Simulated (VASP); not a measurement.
# TaN: single point with PBE

TaN:

```
CELL_PARAMETERS angstrom
-0.91512 1.83025 1.83025
1.83025 -0.91512 1.83025
1.83025 1.83025 -0.91512
ATOMIC_POSITIONS crystal
Ta 0.50000 0.50000 0.50000
N 0.00000 0.00000 0.00000
```

This cell differs from its parent crystal: ratio of the length along [111] to the lengths across it x 0.5, volume and fractional coordinates fixed.

```json
{
  "Program": "VASP 6.6.1",
  "Task": "single point",
  "Functional": "PBE",
  "Potentials or basis": "VASP PAW PBE potentials, release 64 (Ta_pv, N)",
  "Cutoff": "520 eV",
  "k mesh": "20 × 20 × 20",
  "Occupations": "gaussian, width 0.15 eV",
  "Spin": "no spin polarisation"
}
```

| Quantity | Value |
| --- | --- |
| Pressure | 2.8 GPa |
| Band gap on the k mesh | zero (band 8 reaches 15.43 eV, above the bottom of band 9 at 6.61 eV) |

Levels at points of the mesh, in eV from the Fermi level:
```
           k point  band 4  band 5  band 6  band 7  band 8  band 9  band 10  band 11  band 12  band 13
(0.00, 0.00, 0.00)  -18.16   -4.65   -4.65   -2.54   -2.54   -2.54     2.43     4.07     4.07     4.07
(0.50, 0.00, 0.00)  -15.47   -9.81   -4.45   -4.45   -3.45    3.99     4.65     5.38     5.38     8.54
(0.50, 0.50, 0.00)  -16.06   -5.77   -5.77   -3.55   -1.89    0.87     0.87     0.92     6.95    11.39
(0.50, 0.50, 0.50)  -14.06   -8.87   -8.87   -8.87    6.26    6.26     6.26     7.25     7.25     8.33
```

Wall time 34 s on 1 thread of AMD EPYC 9R45 (Zen 5) (shared host), peak memory 0.17 GiB.

Caveat: spin-orbit coupling is left out, which moves the levels of the heavy elements.
